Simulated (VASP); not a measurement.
## Ta: relaxation of cell and atoms with LDA

The system is Ta.

```
CELL_PARAMETERS angstrom
-1.65290 1.65290 1.65290
1.65290 -1.65290 1.65290
1.65290 1.65290 -1.65290
ATOMIC_POSITIONS crystal
Ta 0.00000 0.00000 0.00000
```

```yaml
Program: VASP 6.6.1
Task: relaxation of cell and atoms
Functional: LDA
Potentials_or_basis: VASP PAW LDA potentials, release 64 (Ta_pv)
Cutoff: 600 eV
k_mesh: 13 × 13 × 13
Occupations: fermi-dirac, width 0.1 eV
Spin: no spin polarisation
Dipole_correction: no
Further_INCAR_settings: ALGO = Normal; EDIFF = 1e-06; IBRION = 2; EDIFFG = -0.01; NSW = 80; ISIF = 3
```

```yaml
Relaxed_volume: 17.32 Å³/atom
Relaxed_cell: a = 2.823 Å, b = 2.823 Å, c = 2.823 Å, α = 109.47°, β = 109.47°, γ = 109.47°
Space_group_after_relaxing_to_0.05_Å: Im-3m (No. 229)
Energy_gained_by_relaxing: 20.3 meV/atom
Ionic_steps: 4
Pressure_after_relaxing: 0.0 GPa
```

Step by step:
```tsv
step	energy change (eV)	largest force (eV/Å)	pressure (GPa)	volume (Å³)
1	0.0000	0.0000	-8.40	18.06
2	0.0961	0.0000	24.91	15.70
3	-0.0203	0.0000	-0.31	17.34
4	-0.0203	0.0000	-0.04	17.32
```

Final structure:
```
Ta
1.0
    -1.62982    1.62982    1.62982
     1.62982   -1.62982    1.62982
     1.62982    1.62982   -1.62982
Ta
1
Direct
  0.00000 0.00000 0.00000
```

Levels at points of the mesh, in eV from the Fermi level:
| k point | band 2 | band 3 | band 4 | band 5 | band 6 | band 7 | band 8 | band 9 |
| --- | --- | --- | --- | --- | --- | --- | --- | --- |
| (0.00, 0.00, 0.00) | -32.74 | -32.74 | -7.99 | 0.67 | 0.67 | 0.67 | 4.07 | 4.07 |

Run time: 16 s on 1 thread of Intel(R) Xeon(R) 6975P-C (Granite Rapids), on a shared host, peak memory 0.14 GiB.

Caveat: spin-orbit coupling is left out, which moves the levels of the heavy elements. LDA usually gives volumes a few per cent too small.
